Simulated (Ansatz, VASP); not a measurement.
# One calculation of AlRu, two programs

File POSCAR:

```
AlRu
1.0
    2.9614810000      0.0000000000      0.0000000000
    0.0000000000      2.9614810000      0.0000000000
    0.0000000000      0.0000000000      2.9614810000
Ru Al
1 1
Direct
    0.5000000000      0.5000000000      0.5000000000
    0.0000000000      0.0000000000      0.0000000000
```

The input INCAR.step1:

```
PREC     = Accurate       # precision mode
ENCUT    = 520            # plane-wave cutoff, eV
ISMEAR   = 1              # smearing method
SIGMA    = 0.0125         # smearing width, eV
LREAL    = False          # projectors in reciprocal space
LASPH    = True           # aspherical terms in the spheres
NELM     = 60             # most SCF steps
NBANDS   = 16             # bands
GGA      = PE             # functional
ALGO     = Normal         # electronic algorithm
EDIFF    = 1E-4           # SCF threshold, eV
LWAVE    = True           # write WAVECAR
LCHARG   = False          # write CHGCAR
```

Contents of INCAR.step2:

```
PREC     = Accurate       # precision mode
ENCUT    = 520            # plane-wave cutoff, eV
EDIFF    = 1E-6           # SCF threshold, eV
ISMEAR   = 1              # smearing method
SIGMA    = 0.0125         # smearing width, eV
LREAL    = False          # projectors in reciprocal space
LASPH    = True           # aspherical terms in the spheres
NELM     = 60             # most SCF steps
ALGO     = Normal         # electronic algorithm
ISIF     = 2              # what is computed and relaxed
LWAVE    = False          # write WAVECAR
LCHARG   = False          # write CHGCAR
METAGGA  = R2SCAN         # meta-GGA
LMIXTAU  = True         
NBANDS   = 16             # bands
ISTART   = 1
```

The input KPOINTS:

```
Automatic mesh
0
Gamma
  10 10 10
```

Input for Ansatz:

```yaml
crystal:
  lattice:
    - [2.961481, 0.0, 0.0]
    - [0.0, 2.961481, 0.0]
    - [0.0, 0.0, 2.961481]
  atoms:
    - { symbol: Ru, position: [0.5, 0.5, 0.5] }
    - { symbol: Al, position: [0.0, 0.0, 0.0] }
  symmetry: { tolerance: 0.0003 }
kpoints:
  mp_grid: { grid: [10, 10, 10], shift: [0, 0, 0] }
  band_path:
    path:
      - [0.0, 0.0, 0.0]
      - [0.0, 0.5, 0.0]
      - [0.5, 0.5, 0.0]
      - [0.0, 0.0, 0.0]
      - [0.5, 0.5, 0.5]
      - [0.0, 0.5, 0.0]
      - [0.5, 0.5, 0.5]
      - [0.5, 0.5, 0.0]
    npoints: 20
magnetization:
  spin_polarized: false
scf:
  occupations: { method: cold, width: 0.0125 }
  lower_state_search: "off"
  max_iter: 200
hamiltonian:
  pseudopotentials: { kind: paw }
  xc: r2scan
basis:
  ecutwfc: 500
  fft_grid_basis: typed
output:
  forces: true
  stress: true
  eigenvalues: true
  bader: true
  populations: true
  elf: true
  write_potential: true
  volumetric_format: npy
  dos:
    e_range: [-12, 8]
    de: 0.05
    projected: { site_lists: { Al: [Al], Ru: [Ru] } }
checkpoint:
  read: saved_state
```

Alike in both runs: task single point; functional r2SCAN; k mesh 10 × 10 × 10; no spin polarisation.

```csv
,VASP,Ansatz
version,VASP 6.6.1,Ansatz 0.2.0
potentials or method,"VASP PAW PBE potentials, release 64 (Ru_pv, Al), cutoff 520 eV",PAW plane waves
occupations,"methfessel-paxton of order 1, width 0.0125 eV","cold, width 0.0125 eV"
valence electrons in the cell,17,19
```

|  | VASP | Ansatz | Ansatz less VASP |
| --- | --- | --- | --- |
| pressure (GPa) | 5.1 | 4.9 | -0.19 |

VASP's potentials were made for PBE, not for r2SCAN. VASP's potentials hold 17 valence electrons a cell and Ansatz's 19, so a difference there can come from the potentials and not from the codes.
